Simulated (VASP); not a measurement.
The system is HfPb4O.

```
Hf Pb O
1.0
     0.00000    4.10987    4.10987
     4.10987    0.00000    4.10987
     4.10987    4.10987    0.00000
Hf Pb O
1 4 1
Direct
  0.00000 0.00000 0.00000
  0.87153 0.37616 0.37616
  0.37616 0.37616 0.37616
  0.37616 0.87153 0.37616
  0.37616 0.37616 0.87153
  0.75000 0.75000 0.75000
```

The cell was built from a structure type or drawn by symmetry, and may not be a known phase.

| Property | Result |
| --- | --- |
| Program | VASP 6.6.1 |
| Task | relaxation of cell and atoms |
| Functional | PBE |
| Potentials or basis | VASP PAW PBE potentials, release 64 (Hf_pv, Pb_d, O) |
| Cutoff | 600 eV |
| k mesh | 4 × 4 × 4 |
| Occupations | gaussian, width 0.1 eV |
| Spin | no spin polarisation |

At the start: pressure 13.5 GPa; volume 23.14 Å³/atom.

Q: How do energy, volume and symmetry change on relaxing?

A: Over 3 steps the energy falls by 165.0 meV/atom and the volume is 27.72 Å³/atom (+19.8 %); space group F-43m (No. 216, to 0.1 Å) before and after.

The path:
```csv
step,energy change (eV),largest force (eV/Å),pressure (GPa),volume (Å³)
1,0.0000,0.4882,13.50,138.84
2,-0.8169,0.0122,-3.41,181.83
3,-0.9900,0.0110,0.08,166.33
```

Final structure:
```
Hf Pb O
1.0
     0.00000    4.36493    4.36493
     4.36493    0.00000    4.36493
     4.36493    4.36493    0.00000
Hf Pb O
1 4 1
Direct
  0.00000 0.00000 0.00000
  0.87495 0.37502 0.37502
  0.37502 0.37502 0.37502
  0.37502 0.87495 0.37502
  0.37502 0.37502 0.87495
  0.75000 0.75000 0.75000
```

Caveat: the volume moved by over 15 % at a fixed basis, so the end points are rough.
